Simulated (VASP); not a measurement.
Write the native input for VASP 6.6.1 that does the following.

```yaml
Task: relaxation of cell and atoms
Functional: SVWN5
Potentials_or_basis: VASP PAW PBE potentials, release 64 (Ti_sv, O)
Cutoff: 600 eV
k_mesh: 10 × 10 × 10
Occupations: fermi-dirac, width 0.05 eV
Spin: no spin polarisation
Dipole_correction: no
Further_INCAR_settings: ALGO = Normal; EDIFF = 1e-06; IBRION = 2; EDIFFG = -0.01; NSW = 60; ISIF = 3
```

The structure of TiO2 lies in POSCAR:

```
TiO2
1.0
   -1.8921000000      1.8921000000      4.7573000000
    1.8921000000     -1.8921000000      4.7573000000
    1.8921000000      1.8921000000     -4.7573000000
Ti O
2 4
Direct
    0.7500000000      0.2500000000      0.5000000000
    0.0000000000      0.0000000000      0.0000000000
    0.7919000000      0.7919000000      0.0000000000
    0.5419000000      0.0419000000      0.5000000000
    0.9581000000      0.4581000000      0.5000000000
    0.2081000000      0.2081000000      0.0000000000
```

The input as run:

INCAR

```
SYSTEM = TiO2
ALGO     = Normal         ! electronic algorithm
EDIFF    = 1E-6           ! SCF threshold, eV
EDIFFG   = -0.01          ! ionic threshold
ENCUT    = 600            ! plane-wave cutoff, eV
GGA      = VW             ! functional
IBRION   = 2              ! ionic algorithm
ISIF     = 3              ! what is computed and relaxed
ISMEAR   = -1             ! smearing method
LASPH    = .TRUE.         ! aspherical terms in the spheres
LCHARG   = .FALSE.        ! write CHGCAR
LREAL    = .FALSE.        ! projectors in reciprocal space
LWAVE    = .FALSE.        ! write WAVECAR
NELM     = 80             ! most SCF steps
NSW      = 60             ! ionic steps
PREC     = Accurate       ! precision mode
SIGMA    = 0.05           ! smearing width, eV
```

KPOINTS

```
k-points
0
G
  10 10 10
  0 0 0
```

Potentials or basis: VASP PAW PBE potentials, release 64 (Ti_sv, O).

Launch:

```bash
$ cat potpaw_PBE.64/Ti_sv/POTCAR potpaw_PBE.64/O/POTCAR > POTCAR
$ mpirun -np 1 vasp_std > vasp.out
```

It gave:

The relaxed volume is 11.04 Å³/atom. The relaxed cell is a = 5.418 Å, b = 5.418 Å, c = 5.418 Å, α = 139.57°, β = 139.57°, γ = 58.50°. The space group after relaxing (to 0.1 Å) is I4_1/amd (No. 141). The energy gained by relaxing is 6.1 meV/atom and the ionic steps are 6. The pressure after relaxing is 0.1 GPa. The band gap on the k mesh is 2.06 eV (least direct gap 2.41 eV).

Caveat: the PAW data sets were made with another functional, which shifts forces and pressure a little.

It took 13 min on 1 thread of Intel(R) Xeon(R) 6975P-C (Granite Rapids), on a shared host, peak memory 0.39 GiB.
